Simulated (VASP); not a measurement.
# Si (Fd-3m) in VASP: notebook

Runs on Si. Level: PBE. Tasks: relaxation of cell and atoms.

All numbers are computed with VASP 6.6.1; they aren't measurements. Logs are shortened: lines on timing, memory, paths and dates and some standing lists are left out, and cuts for length are marked.

**1. The cell of the first run**

The structure is cubic, space group Fd-3m (No. 227). Conventional cell: a = 5.509 Å, b = 5.509 Å, c = 5.509 Å, α = 90.00°, β = 90.00°, γ = 90.00°. Within 3.2 Å of Si (site symmetry -43m) lie 4 Si at 2.39 Å.

**2. Relaxation of cell and atoms, PBE**

Input file INCAR:

```
SYSTEM = Si
PREC = Accurate
ENCUT = 600
EDIFF = 1E-6
ISMEAR = -1
SIGMA = 0.1
LREAL = .False.
LASPH = .True.
NELM = 60
ALGO = Normal
ISIF = 3
LWAVE = .False.
LCHARG = .False.
GGA = PE
IBRION = 2
NSW = 60
EDIFFG = -0.01
```

Input file KPOINTS:

```
Automatic mesh
0
Gamma
  6 6 6
  0 0 0
```

Input file POSCAR:

```
Si
1.0
    0.0000000000      2.7543490000      2.7543490000
    2.7543490000      0.0000000000      2.7543490000
    2.7543490000      2.7543490000      0.0000000000
Si
2
Direct
    0.0000000000      0.0000000000      0.0000000000
    0.2500000000      0.2500000000      0.2500000000
```

Potentials or basis: VASP PAW PBE potentials, release 64 (Si).

Launch:

```console
$ cat potpaw_PBE.64/Si/POTCAR > POTCAR
$ mpirun -np 1 vasp_std > vasp.out
```

OUTCAR:

```text
SYSTEM = Si
   PREC = Accurate
   ENCUT = 600
   EDIFF = 1E-6
   ISMEAR = -1
   LREAL = .False.
   LASPH = .True.
   NELM = 60
   ISIF = 3
   GGA = PE
   IBRION = 2
   NSW = 60
   EDIFFG = -0.01

 ion  position               nearest neighbor table
   1  0.000  0.000  0.000-   2 2.39   2 2.39   2 2.39   2 2.39
   2  0.250  0.250  0.250-   1 2.39   1 2.39   1 2.39   1 2.39

  LATTYP: Found a face centered cubic cell.
 ALAT       =     5.5086980000

  Lattice vectors:

 A1 = (   0.0000000000,   2.7543490000,   2.7543490000)
 A2 = (   2.7543490000,   0.0000000000,   2.7543490000)
 A3 = (   2.7543490000,   2.7543490000,   0.0000000000)

Analysis of symmetry for initial positions (statically):
=====================================================================
 Subroutine PRICEL returns:
 Original cell was already a primitive cell.

 Routine SETGRP: Setting up the symmetry group for a
 face centered cubic supercell.

 Subroutine GETGRP returns: Found 48 space group operations
 (whereof 24 operations were pure point group operations)
 out of a pool of 48 trial point group operations.

The static configuration has the point symmetry T_d .
 The point group associated with its full space group is O_h .

Analysis of symmetry for dynamics (positions and initial velocities):
=====================================================================
 Subroutine PRICEL returns:
 Original cell was already a primitive cell.

 Routine SETGRP: Setting up the symmetry group for a
 face centered cubic supercell.

 Subroutine GETGRP returns: Found 48 space group operations
 (whereof 24 operations were pure point group operations)
 out of a pool of 48 trial point group operations.

The dynamic configuration has the point symmetry T_d .
 The point group associated with its full space group is O_h .

 Subroutine INISYM returns: Found 48 space group operations
 (whereof 24 operations are pure point group operations),
 and found     1 'primitive' translations

----------------------------------------------------------------------------------------

                                     Primitive cell

  volume of cell :      41.7914

  direct lattice vectors                    reciprocal lattice vectors
     0.000000000  2.754349000  2.754349000    -0.181531099  0.181531099  0.181531099
     2.754349000  0.000000000  2.754349000     0.181531099 -0.181531099  0.181531099
     2.754349000  2.754349000  0.000000000     0.181531099  0.181531099 -0.181531099

[... 63 lines left out ...]
   NGXF,Y,Z  is equivalent  to a cutoff of  27.31, 27.31, 27.31 a.u.
 SYSTEM =  Si
   PREC   = accura    normal or accurate (medium, high low for compatibility)
   ISTART =      0    job   : 0-new  1-cont  2-samecut
   ICHARG =      2    charge: 1-file 2-atom 10-const
   ISPIN  =      1    spin polarized calculation?
   LNONCOLLINEAR =      F non collinear calculations
   LSORBIT =      F    spin-orbit coupling
   LASPH  =      T    aspherical Exc in radial PAW
   ENCUT  =  600.0 eV  44.10 Ry    6.64 a.u.   7.78  7.78  7.78*2*pi/ulx,y,z
   NELM   =     60;   NELMIN=  2; NELMDL= -5     # of ELM steps
   EDIFF  = 0.1E-05   stopping-criterion for ELM
   LREAL  =      F    real-space projection
   EDIFFG = -.1E-01   stopping-criterion for IOM
   NSW    =     60    number of steps for IOM
   IBRION =      2    ionic relax: 0-MD 1-quasi-New 2-CG
   NFREE  =      1    steps in history (QN), initial steepest desc. (CG)
   ISIF   =      3    stress and relaxation
   ISYM   =      2    0-nonsym 1-usesym 2-fastsym
   POTIM  = 0.5000    time-step for ionic-motion
   TEBEG  =    0.0;   TEEND  =   0.0 temperature during run
   PSTRESS=    0.0 pullay stress
   NELECT =       8.0000    total number of electrons
   NUPDOWN=      -1.0000    fix difference up-down
   EMIN   =  10.00;   EMAX   =-10.00  energy-range for DOS
   EFERMI =   0.00;   METHOD = LEGACY
   ISMEAR =    -1;   SIGMA  =   0.10  broadening in eV -4-tet -1-fermi 0-gaus
   EFERMI_NEDOS =   21; number of points for ismear=-14 and -15
   IALGO  =     38    algorithm
   IMIX   =      4    mixing-type and parameters
     AMIX     =   0.40;   BMIX     =  1.00
     AMIX_MAG =   1.60;   BMIX_MAG =  1.00
  volume/ion in A,a.u.               =      20.90       141.01
  Fermi-wavevector in a.u.,A,eV,Ry     =   0.943501  1.782959 12.111836  0.890195
  Thomas-Fermi vector in A             =   2.071215
   LORBIT       =      0    0 simple, 1 ext, 2 COOP (PROOUT), +10 PAW based schemes
   GGA     = PE    functional components
   LHFCALC =     F    Hartree Fock is set to
   AEXX    =    0.0000 exact exchange contribution
   IVDW    =     0    specifies the selected vdW correction
   LEPSILON=     F    determine dielectric tensor
   LRPA    =     F    only Hartree local field effects (RPA)
 conjugate gradient relaxation of ions
 non-spin polarized calculation
  energy-cutoff  :      600.00
  volume of cell :       41.79
 maximum number of plane-waves:      1411
   NGX = 15   NGY = 15   NGZ = 15

--------------------------------------- Ionic step        1  -------------------------------------------

 number of electron       8.0000000 magnetization

 Free energy of the ion-electron system (eV)
  ---------------------------------------------------
  ext. energy  EPLUGINS =         0.00000000
  ---------------------------------------------------
  free energy    TOTEN  =       -10.82170649 eV

  energy without entropy =      -10.82050618  energy(sigma->0) =      -10.82110633

------------------------ aborting loop because EDIFF is reached ----------------------------------------

  FORCE on cell =-STRESS in cart. coord.  units (eV):
  Direction    XX          YY          ZZ          XY          YZ          ZX
  --------------------------------------------------------------------------------------
  -------------------------------------------------------------------------------------
  Total       -0.4708652     -0.4708652     -0.4708652     -0.0000000     -0.0000000      0.0000000
  in kB      -18.0517893    -18.0517893    -18.0517893     -0.0000000     -0.0000000      0.0000000
  external PRESSURE =     -18.0517893 kB  Pullay stress =       0.0000000 kB
[... 59 lines left out ...]
--------------------------------------- Ionic step        3  -------------------------------------------

 number of electron       8.0000000 magnetization

 Free energy of the ion-electron system (eV)
  ---------------------------------------------------
  ext. energy  EPLUGINS =         0.00000000
  ---------------------------------------------------
  free energy    TOTEN  =       -10.82678738 eV

  energy without entropy =      -10.82542114  energy(sigma->0) =      -10.82610426

 E-fermi :   5.9242     XC(G=0):  -9.3214

 val. band max:        5.6181115451   @ k =   0.0000   0.0000   0.0000
 cond. band min:       6.3673358643   @ k =   0.5000   0.5000   0.0000
 fundamental gap:      0.7492243192
 Fermi energy:         5.9241512667

 k-point     1 :       0.0000    0.0000    0.0000
  band No.  band energies     occupation
      1      -6.1943      2.00000
      2       5.6181      1.91046
      3       5.6181      1.91046
      4       5.6181      1.91046
      5       8.1719      0.00000
      6       8.1719      0.00000
      7       8.1719      0.00000
      8       8.7462      0.00000
[... 192 lines left out ...]
  FREE ENERGIE OF THE ION-ELECTRON SYSTEM (eV)
  ---------------------------------------------------
  free  energy   TOTEN  =       -10.8267873785 eV

  energy  without entropy=      -10.8254211406  energy(sigma->0) =      -10.82610426

 reached required accuracy - stopping structural energy minimisation
```

OSZICAR:

```text
N       E                     dE             d eps       ncg     rms          rms(c)
DAV:   1     0.116674469045E+02    0.11667E+02   -0.38276E+03   256   0.895E+02
DAV:   2    -0.106337069694E+02   -0.22301E+02   -0.21963E+02   408   0.905E+01
DAV:   3    -0.109792042383E+02   -0.34550E+00   -0.34549E+00   288   0.134E+01
DAV:   4    -0.109813492682E+02   -0.21450E-02   -0.21450E-02   448   0.131E+00
[... 16 lines left out ...]
       N       E                     dE             d eps       ncg     rms          rms(c)
DAV:   1    -0.108277291926E+02   -0.28846E-02   -0.36189E-02   280   0.109E+00    0.182E-01
DAV:   2    -0.108271159225E+02    0.61327E-03   -0.52682E-04   296   0.163E-01    0.112E-01
DAV:   3    -0.108267876726E+02    0.32825E-03   -0.66946E-04   304   0.133E-01    0.362E-02
DAV:   4    -0.108267873785E+02    0.29411E-06   -0.68833E-06   296   0.238E-02
   3 F= -.10826787E+02 E0= -.10826104E+02  d E =-.508089E-02
```

Wall time 5.1 s (1 thread of Intel Xeon 6975P-C (Granite Rapids), shared host); peak memory 0.16 GiB.

Results:

```
Free energy                            : -10.8268 eV
Relaxed volume                         : 20.46 Å³/atom
Relaxed cell                           : a = 3.868 Å, b = 3.868 Å, c = 3.868 Å, α = 60.00°, β = 60.00°, γ = 60.00°
Space group after relaxing (to 0.05 Å) : Fd-3m (No. 227)
Energy gained by relaxing              : 2.5 meV/atom
Ionic steps                            : 3
Pressure after relaxing                : 0.0 GPa
Band gap on the k mesh                 : 0.75 eV, indirect (least direct gap 2.55 eV)
```

The path:
```tsv
step	energy change (eV)	largest force (eV/Å)	pressure (GPa)	volume (Å³)
1	0.0000	0.0000	-1.81	41.79
2	-0.0031	0.0000	1.19	40.38
3	-0.0051	0.0000	0.01	40.91
```

Final structure:
```xyz
2
Lattice="0.0000 2.7349 2.7349 2.7349 0.0000 2.7349 2.7349 2.7349 0.0000" Properties=species:S:1:pos:R:3 pbc="T T T"
Si    0.0000    0.0000    0.0000
Si    1.3674    1.3674    1.3674
```

A k mesh can miss the band edges. PBE gaps usually lie below the measured ones, often by a third to a half.

**3. Relaxation of cell and atoms, PBE**

Input file INCAR:

```
SYSTEM = Si
PREC     = Accurate       ! precision mode
ENCUT    = 600            ! plane-wave cutoff, eV
EDIFF    = 1E-6           ! SCF threshold, eV
ISMEAR   = -1             ! smearing method
SIGMA    = 0.1            ! smearing width, eV
LREAL    = .False.        ! projectors in reciprocal space
LASPH    = .True.         ! aspherical terms in the spheres
NELM     = 60             ! most SCF steps
ALGO     = Normal         ! electronic algorithm
ISIF     = 3              ! what is computed and relaxed
LWAVE    = .False.        ! write WAVECAR
LCHARG   = .False.        ! write CHGCAR
GGA      = PE             ! functional
IBRION   = 2              ! ionic algorithm
NSW      = 60             ! ionic steps
EDIFFG   = -0.02          ! ionic threshold
```

Input file KPOINTS:

```
regular mesh
0
Gamma
  6 6 6
  0 0 0
```

POSCAR is that of step 2.

Potentials or basis: VASP PAW PBE potentials, release 64 (Si).

Launch:

```console
$ cat potpaw_PBE.64/Si/POTCAR > POTCAR
$ mpirun -np 1 vasp_std > vasp.out
```

Run time: 5.1 s. Hardware: 1 thread of Intel Xeon 6975P-C (Granite Rapids), shared host; peak memory 0.16 GiB.

It converged, with:

- Free energy: -10.8268 eV
- Relaxed volume: 20.46 Å³/atom
- Relaxed cell: a = 3.868 Å, b = 3.868 Å, c = 3.868 Å, α = 60.00°, β = 60.00°, γ = 60.00°
- Space group after relaxing (to 0.05 Å): Fd-3m (No. 227)
- Energy gained by relaxing: 2.5 meV/atom
- Ionic steps: 3
- Pressure after relaxing: 0.0 GPa
- Band gap on the k mesh: 0.75 eV, indirect (least direct gap 2.55 eV)

Step by step:
```csv
step,energy change (eV),largest force (eV/Å),pressure (GPa),volume (Å³)
1,0.0000,0.0000,-1.81,41.79
2,-0.0031,0.0000,1.19,40.38
3,-0.0051,0.0000,0.01,40.91
```

Final structure:
```cif
data_structure
_symmetry_space_group_name_H-M 'P 1'
_symmetry_Int_Tables_number 1
_cell_length_a 3.8677
_cell_length_b 3.8677
_cell_length_c 3.8677
_cell_angle_alpha 60.000
_cell_angle_beta 60.000
_cell_angle_gamma 60.000
_cell_volume 40.91
loop_
_atom_site_label
_atom_site_type_symbol
_atom_site_fract_x
_atom_site_fract_y
_atom_site_fract_z
_atom_site_occupancy
Si1 Si 0.00000 0.00000 0.00000 1
Si2 Si 0.25000 0.25000 0.25000 1
```

Levels at points of the mesh, in eV from the valence-band top:
```tsv
k point	band 2	band 3	band 4	band 5	band 6	band 7
(0.00, 0.00, 0.00)	0.00	0.00	0.00	2.55	2.55	2.55
(0.50, 0.00, 0.00)	-6.87	-1.18	-1.18	1.46	3.35	3.35
(0.50, 0.50, 0.00)	-7.75	-2.79	-2.79	0.75	0.75	9.93
```
